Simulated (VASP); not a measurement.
The system is KTaO3.

```xyz
5
Lattice="3.9069 0.0000 0.0000 0.0000 3.9069 0.0000 0.0000 0.0000 3.9069" Properties=species:S:1:pos:R:3 pbc="T T T"
Ta    0.0000    0.0000    0.0000
K     1.9534    1.9534    1.9534
O     0.0000    0.0000    1.9534
O     0.0000    1.9534    0.0000
O     1.9534    0.0000    0.0000
```

This cell differs from its parent crystal: volume scaled by 0.94.

Base run:

- Program: VASP 6.6.1
- Functional: PBE
- Potentials or basis: VASP PAW PBE potentials, release 64 (Ta_pv, K_sv, O)
- Cutoff: 520 eV
- k mesh: 7 × 7 × 7
- Occupations: fermi-dirac, width 0.05 eV
- Spin: no spin polarisation

Its results: band gap on the k mesh 2.37 eV, indirect (least direct gap 2.89 eV); pressure 21.4 GPa.

Problem. The run is repeated on the same cell with these changes: functional from PBE to PBEsol. What comes out?

Solution. Band gap on the k mesh 2.27 eV, indirect (least direct gap 2.79 eV); pressure 14.9 GPa.

PBEsol binds more tightly than PBE, so the same cell stands under less pressure.

Caveats: spin-orbit coupling is left out, which moves the levels of the heavy elements; the PAW data sets were made with another functional, which shifts forces and pressure a little (some runs).

A k mesh can miss the band edges.
